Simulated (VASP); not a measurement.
# Al3B2As (P6/mmm) in VASP: further runs

Runs on Al3B2As. Level: PBE. Tasks: single point, relaxation of cell and atoms.

Everything below comes from runs of VASP 6.6.1. Logs are shortened: lines on timing, memory, paths and dates and some standing lists are left out, and cuts for length are marked.

### Step 1. The cell of the first run

It takes space group P6/mmm (No. 191, hexagonal). The conventional cell has a = 4.904 Å, b = 4.904 Å, c = 7.590 Å, α = 90.00°, β = 90.00°, γ = 120.00°. Within 3.7 Å of Al (site symmetry -6m2) lie 3 Al at 2.83 Å and 3 As at 2.83 Å and 6 B at 3.38 Å. Al (site symmetry 6/mmm) has 2 B at 1.95 Å within 2.6 Å. Within 2.5 Å of B (site symmetry 6mm) lie 1 As at 1.85 Å and 1 Al at 1.95 Å. As (site symmetry 6/mmm) has 2 B at 1.85 Å within 2.5 Å.

### Step 2. Single point, PBE

The input, INCAR:

```
SYSTEM = Al3B2As
PREC = Accurate
ENCUT = 520
EDIFF = 1E-7
ISMEAR = 0
SIGMA = 0.1
LREAL = .FALSE.
LASPH = .TRUE.
NELM = 80
ALGO = Normal
ISIF = 2
LWAVE = .FALSE.
LCHARG = .TRUE.
GGA = PE
LELF = .TRUE.
LVHAR = .TRUE.
NBANDS = 19
```

The input, KPOINTS:

```
Automatic mesh
0
G
  12 12 6
  0 0 0
```

The input, POSCAR:

```
Al3B2As
1.0
    4.9038431484      0.0000000000      0.0000000000
   -2.4519215742      4.2468527427      0.0000000000
    0.0000000000      0.0000000000      7.5899035823
Al B As
3 2 1
Direct
    0.3333333333      0.6666666667      0.5000000000
    0.6666666667      0.3333333333      0.5000000000
    0.0000000000      0.0000000000      0.0000000000
    0.0000000000      0.0000000000      0.7436431352
    0.0000000000      0.0000000000      0.2563568648
    0.0000000000      0.0000000000      0.5000000000
```

Potentials or basis: VASP PAW PBE potentials, release 64 (Al, B, As).

The run is started by

```bash
> cat potpaw_PBE.64/Al/POTCAR potpaw_PBE.64/B/POTCAR potpaw_PBE.64/As/POTCAR > POTCAR
> mpirun -np 1 vasp_std > vasp.out
```

OUTCAR:

```text
SYSTEM = Al3B2As
   PREC = Accurate
   ENCUT = 520
   EDIFF = 1E-7
   ISMEAR = 0
   LREAL = .FALSE.
   LASPH = .TRUE.
   NELM = 80
   ISIF = 2
   GGA = PE

 ion  position               nearest neighbor table
   1  0.333  0.667  0.500-   6 2.83   2 2.83   2 2.83   6 2.83   6 2.83   2 2.83
   2  0.667  0.333  0.500-   1 2.83   6 2.83   1 2.83   6 2.83   6 2.83   1 2.83
   3  0.000  0.000  0.000-   4 1.95   5 1.95
   4  0.000  0.000  0.744-   6 1.85   3 1.95
   5  0.000  0.000  0.256-   6 1.85   3 1.95
   6  0.000  0.000  0.500-   4 1.85   5 1.85   1 2.83   2 2.83   2 2.83   1 2.83   2 2.83   1 2.83

  LATTYP: Found a hexagonal cell.
 ALAT       =     4.9038431484
 C/A-ratio  =     1.5477459928

  Lattice vectors:

 A1 = (   4.9038431484,   0.0000000000,   0.0000000000)
 A2 = (  -2.4519215742,   4.2468527427,   0.0000000000)
 A3 = (   0.0000000000,   0.0000000000,   7.5899035823)

Analysis of symmetry for initial positions (statically):
=====================================================================
 Subroutine PRICEL returns:
 Original cell was already a primitive cell.

 Routine SETGRP: Setting up the symmetry group for a
 hexagonal supercell.

 Subroutine GETGRP returns: Found 24 space group operations
 (whereof 24 operations were pure point group operations)
 out of a pool of 24 trial point group operations.

The static configuration has the point symmetry D_6h.

Analysis of symmetry for dynamics (positions and initial velocities):
=====================================================================
 Subroutine PRICEL returns:
 Original cell was already a primitive cell.

 Routine SETGRP: Setting up the symmetry group for a
 hexagonal supercell.

 Subroutine GETGRP returns: Found 24 space group operations
 (whereof 24 operations were pure point group operations)
 out of a pool of 24 trial point group operations.

The dynamic configuration has the point symmetry D_6h.

 Subroutine INISYM returns: Found 24 space group operations
 (whereof 24 operations are pure point group operations),
 and found     1 'primitive' translations

----------------------------------------------------------------------------------------

                                     Primitive cell

  volume of cell :     158.0666

  direct lattice vectors                    reciprocal lattice vectors
     4.903843148  0.000000000  0.000000000     0.203921694  0.117734245  0.000000000
    -2.451921574  4.246852743  0.000000000     0.000000000  0.235468489  0.000000000
     0.000000000  0.000000000  7.589903582     0.000000000  0.000000000  0.131753979

  length of vectors
     4.903843148  4.903843148  7.589903582     0.235468489  0.235468489  0.131753979

  position of ions in fractional coordinates (direct lattice)
     0.333333333  0.666666667  0.500000000
     0.666666667  0.333333333  0.500000000
     0.000000000  0.000000000  0.000000000
     0.000000000  0.000000000  0.743643135
     0.000000000  0.000000000  0.256356865
     0.000000000  0.000000000  0.500000000

  ion indices of the primitive-cell ions
   primitive index   ion index
                 1           1
                 2           2
                 3           3
                 4           4
                 5           5
                 6           6

----------------------------------------------------------------------------------------

 KPOINTS: Automatic mesh

Automatic generation of k-mesh.
 Grid dimensions read from file:
 generate k-points for:   12   12    6

 Generating k-lattice:

  Cartesian coordinates                     Fractional coordinates (reciprocal lattice)
     0.016993474  0.009811187  0.000000000     0.083333333  0.000000000  0.000000000
     0.000000000  0.019622374  0.000000000     0.000000000  0.083333333  0.000000000
     0.000000000  0.000000000  0.021958997     0.000000000  0.000000000  0.166666667

  Length of vectors
     0.019622374  0.019622374  0.021958997

  Shift w.r.t. Gamma in fractional coordinates (k-lattice)
     0.000000000  0.000000000  0.000000000

 Subroutine IBZKPT returns following result:
 ===========================================

 Found     76 irreducible k-points:

 Following reciprocal coordinates:
            Coordinates               Weight
  0.000000  0.000000  0.000000      1.000000
  0.083333  0.000000  0.000000      6.000000
  0.166667  0.000000  0.000000      6.000000
  0.250000  0.000000  0.000000      6.000000
  0.333333  0.000000  0.000000      6.000000
  0.416667  0.000000  0.000000      6.000000
[... 16 lines left out ...]
  0.250000  0.000000  0.166667     12.000000
  0.333333  0.000000  0.166667     12.000000
 [... further k-points ...]
   k-points           NKPTS =     76   k-points in BZ     NKDIM =     76   number of bands    NBANDS=     19
   number of dos      NEDOS =    301   number of ions     NIONS =      6
   total plane-waves  NPLWV =  72576
   dimension x,y,z NGX =    36 NGY =   36 NGZ =   56
   dimension x,y,z NGXF=    72 NGYF=   72 NGZF=  112
   ions per type =               3   2   1
   NGX,Y,Z   is equivalent  to a cutoff of  12.20, 12.20, 12.27 a.u.
   NGXF,Y,Z  is equivalent  to a cutoff of  24.41, 24.41, 24.53 a.u.
 SYSTEM =  Al3B2As
   PREC   = accura    normal or accurate (medium, high low for compatibility)
   ISTART =      0    job   : 0-new  1-cont  2-samecut
   ICHARG =      2    charge: 1-file 2-atom 10-const
   ISPIN  =      1    spin polarized calculation?
   LNONCOLLINEAR =      F non collinear calculations
   LSORBIT =      F    spin-orbit coupling
   LASPH  =      T    aspherical Exc in radial PAW
   ENCUT  =  520.0 eV  38.22 Ry    6.18 a.u.   9.12  9.12 14.11*2*pi/ulx,y,z
   NELM   =     80;   NELMIN=  2; NELMDL= -5     # of ELM steps
   EDIFF  = 0.1E-06   stopping-criterion for ELM
   LREAL  =      F    real-space projection
   EDIFFG = 0.1E-05   stopping-criterion for IOM
   NSW    =      0    number of steps for IOM
   IBRION =     -1    ionic relax: 0-MD 1-quasi-New 2-CG
   NFREE  =      0    steps in history (QN), initial steepest desc. (CG)
   ISIF   =      2    stress and relaxation
   ISYM   =      2    0-nonsym 1-usesym 2-fastsym
   POTIM  = 0.5000    time-step for ionic-motion
   TEBEG  =    0.0;   TEEND  =   0.0 temperature during run
   PSTRESS=    0.0 pullay stress
   NELECT =      20.0000    total number of electrons
   NUPDOWN=      -1.0000    fix difference up-down
   EMIN   =  10.00;   EMAX   =-10.00  energy-range for DOS
   EFERMI =   0.00;   METHOD = LEGACY
   ISMEAR =     0;   SIGMA  =   0.10  broadening in eV -4-tet -1-fermi 0-gaus
   EFERMI_NEDOS =   21; number of points for ismear=-14 and -15
   IALGO  =     38    algorithm
   IMIX   =      4    mixing-type and parameters
     AMIX     =   0.40;   BMIX     =  1.00
     AMIX_MAG =   1.60;   BMIX_MAG =  1.00
  volume/ion in A,a.u.               =      26.34       177.78
  Fermi-wavevector in a.u.,A,eV,Ry     =   0.821873  1.553115  9.190403  0.675476
  Thomas-Fermi vector in A             =   1.933109
   LORBIT       =      0    0 simple, 1 ext, 2 COOP (PROOUT), +10 PAW based schemes
   GGA     = PE    functional components
   LHFCALC =     F    Hartree Fock is set to
   AEXX    =    0.0000 exact exchange contribution
   IVDW    =     0    specifies the selected vdW correction
   LEPSILON=     F    determine dielectric tensor
   LRPA    =     F    only Hartree local field effects (RPA)
 non-spin polarized calculation
 Gauss-broadening in eV      SIGMA  =   0.10
  energy-cutoff  :      520.00
  volume of cell :      158.07
 maximum number of plane-waves:      4287
   NGX = 19   NGY = 19   NGZ = 29

 number of electron      20.0000001 magnetization

 Free energy of the ion-electron system (eV)
  ---------------------------------------------------
  ext. energy  EPLUGINS =         0.00000000
  ---------------------------------------------------
  free energy    TOTEN  =       -20.81272189 eV

  energy without entropy =      -20.79788498  energy(sigma->0) =      -20.80530344

 E-fermi :   2.0124     XC(G=0):  -7.6357

 val. band max:        2.0001689360   @ k =   0.2500   0.2500   0.1667
 cond. band min:       2.0209344083   @ k =   0.3333   0.1667   0.0000
 fundamental gap:      0.0207654723
 Fermi energy:         2.0123546536

 k-point     1 :       0.0000    0.0000    0.0000
  band No.  band energies     occupation
      1     -11.5400      2.00000
      2      -6.2217      2.00000
      3      -4.7417      2.00000
      4      -2.7800      2.00000
      5      -2.0956      2.00000
      6      -2.0956      2.00000
[... 11 lines left out ...]
     18       7.0074      0.00000
     19       8.3360      0.00000

 k-point     2 :       0.0833    0.0000    0.0000
  band No.  band energies     occupation
      1     -11.5217      2.00000
      2      -6.2100      2.00000
      3      -4.7269      2.00000
      4      -3.2341      2.00000
      5      -2.1648      2.00000
      6      -1.6468      2.00000
[... 11 lines left out ...]
     18       6.6034      0.00000
     19       8.2393      0.00000

 k-point     3 :       0.1667    0.0000    0.0000
  band No.  band energies     occupation
      1     -11.4707      2.00000
      2      -6.1777      2.00000
      3      -4.6856      2.00000
      4      -3.8597      2.00000
      5      -2.3329      2.00000
      6      -1.3471      2.00000
[... 11 lines left out ...]
     18       6.0388      0.00000
     19       7.8908      0.00000

 k-point     4 :       0.2500    0.0000    0.0000
  band No.  band energies     occupation
      1     -11.3979      2.00000
      2      -6.1323      2.00000
      3      -4.6274      2.00000
      4      -4.4143      2.00000
      5      -2.5270      2.00000
      6      -1.3258      2.00000
[... 11 lines left out ...]
     18       5.9343      0.00000
     19       7.4865      0.00000

 k-point     5 :       0.3333    0.0000    0.0000
  band No.  band energies     occupation
      1     -11.3213      2.00000
      2      -6.0854      2.00000
      3      -4.8485      2.00000
      4      -4.5661      2.00000
      5      -2.6932      2.00000
      6      -1.3034      2.00000
[... 11 lines left out ...]
     18       6.7510      0.00000
     19       7.2406      0.00000

 k-point     6 :       0.4167    0.0000    0.0000
  band No.  band energies     occupation
      1     -11.2624      2.00000
      2      -6.0501      2.00000
      3      -5.1263      2.00000
      4      -4.5198      2.00000
      5      -2.8020      2.00000
      6      -1.4431      2.00000
[... 11 lines left out ...]
     18       6.8095      0.00000
     19       7.2853      0.00000

 k-point     7 :       0.5000    0.0000    0.0000
  band No.  band energies     occupation
      1     -11.2402      2.00000
      2      -6.0370      2.00000
      3      -5.2223      2.00000
      4      -4.5024      2.00000
      5      -2.8396      2.00000
      6      -1.5031      2.00000
[... 11 lines left out ...]
     18       6.7208      0.00000
     19       6.9208      0.00000

 k-point     8 :       0.0833    0.0833    0.0000
  band No.  band energies     occupation
      1     -11.4871      2.00000
      2      -6.1880      2.00000
      3      -4.6988      2.00000
      4      -3.6877      2.00000
      5      -2.3311      2.00000
      6      -1.3519      2.00000
[... 256 lines left out ...]
 k-point    20 :       0.0000    0.0000    0.1667
  band No.  band energies     occupation
      1     -11.5387      2.00000
      2      -6.3144      2.00000
      3      -4.5127      2.00000
      4      -2.7797      2.00000
      5      -2.0903      2.00000
      6      -2.0903      2.00000
[... 11 lines left out ...]
     18       6.9812      0.00000
     19       7.8760      0.00000

 k-point    21 :       0.0833    0.0000    0.1667
  band No.  band energies     occupation
      1     -11.5205      2.00000
      2      -6.3022      2.00000
      3      -4.4987      2.00000
      4      -3.2322      2.00000
      5      -2.1597      2.00000
      6      -1.6773      2.00000
[... 11 lines left out ...]
     18       6.5509      0.00000
     19       7.7611      0.00000

 k-point    22 :       0.1667    0.0000    0.1667
  band No.  band energies     occupation
      1     -11.4694      2.00000
      2      -6.2684      2.00000
      3      -4.4596      2.00000
      4      -3.8575      2.00000
      5      -2.3282      2.00000
      6      -1.6307      2.00000
[... 11 lines left out ...]
     18       5.9806      0.00000
     19       7.4653      0.00000

 k-point    23 :       0.2500    0.0000    0.1667
  band No.  band energies     occupation
      1     -11.3967      2.00000
      2      -6.2209      2.00000
      3      -4.4135      2.00000
      4      -4.4030      2.00000
      5      -2.5226      2.00000
      6      -1.6044      2.00000
[... 11 lines left out ...]
     18       5.9262      0.00000
     19       7.1415      0.00000

 k-point    24 :       0.3333    0.0000    0.1667
  band No.  band energies     occupation
      1     -11.3201      2.00000
      2      -6.1718      2.00000
      3      -4.8460      2.00000
      4      -4.3466      2.00000
      5      -2.6890      2.00000
      6      -1.5785      2.00000
[... 11 lines left out ...]
     18       6.7496      0.00000
     19       6.9764      0.00000

 [... further k-points ...]
[... 5 lines left out ...]
  --------------------------------------------------------------------------------------
  -------------------------------------------------------------------------------------
  Total        0.0352389      0.0352389      0.3954812      0.0000000     -0.0000000      0.0000000
  in kB        0.3571850      0.3571850      4.0086335      0.0000000     -0.0000000      0.0000000
  external PRESSURE =       1.5743345 kB  Pullay stress =       0.0000000 kB

 VOLUME and BASIS-vectors are now :
 -----------------------------------------------------------------------------
  energy-cutoff  :      520.00
  volume of cell :      158.07
      direct lattice vectors                 reciprocal lattice vectors
     4.903843148  0.000000000  0.000000000     0.203921694  0.117734245  0.000000000
    -2.451921574  4.246852743  0.000000000     0.000000000  0.235468489  0.000000000
     0.000000000  0.000000000  7.589903582     0.000000000  0.000000000  0.131753979

 POSITION                                       TOTAL-FORCE (eV/Angst)
 -----------------------------------------------------------------------------------
     -0.00000      2.83124      3.79495         0.000000     -0.000000      0.000000
      2.45192      1.41562      3.79495         0.000000      0.000000      0.000000
      0.00000      0.00000      0.00000         0.000000      0.000000      0.000000
      0.00000      0.00000      5.64418        -0.000000     -0.000000      0.118723
      0.00000      0.00000      1.94572        -0.000000      0.000000     -0.118723
      0.00000      0.00000      3.79495         0.000000      0.000000      0.000000
 -----------------------------------------------------------------------------------
    total drift:                                0.000000     -0.000000     -0.000000

  FREE ENERGIE OF THE ION-ELECTRON SYSTEM (eV)
  ---------------------------------------------------
  free  energy   TOTEN  =       -20.8127218902 eV

  energy  without entropy=      -20.7978849848  energy(sigma->0) =      -20.80530344
```

It took 5.4 min on 1 thread of AMD EPYC 7R43 (Zen 3), shared host; peak memory 0.35 GiB.

What came out:

```yaml
Free_energy: -20.8127 eV
Pressure: 0.2 GPa
Largest_force: 0.119 eV/Å
Band_gap_on_the_k_mesh: zero (band 10 reaches 2.82 eV, above the bottom of band 11 at 1.65 eV)
```

Forces on the atoms (eV/Å):
```
Al   0.000  0.000  0.000
Al   0.000  0.000  0.000
Al   0.000  0.000  0.000
B    0.000  0.000  0.119
B    0.000  0.000 -0.119
As   0.000  0.000  0.000
```

Levels at points of the mesh, in eV from the Fermi level:
```csv
k point,band 8,band 9,band 10,band 11,band 12,band 13
"(0.00, 0.00, 0.00)",-0.68,-0.68,0.35,0.35,0.50,0.72
"(0.50, 0.00, 0.00)",-1.59,-0.70,0.01,0.61,1.26,1.59
"(0.00, 0.00, 0.50)",-0.67,-0.67,-0.29,-0.29,0.50,0.58
"(0.50, 0.00, 0.50)",-2.16,-0.65,0.80,1.70,1.85,1.98
```

(Continued in part 2 of 2.)
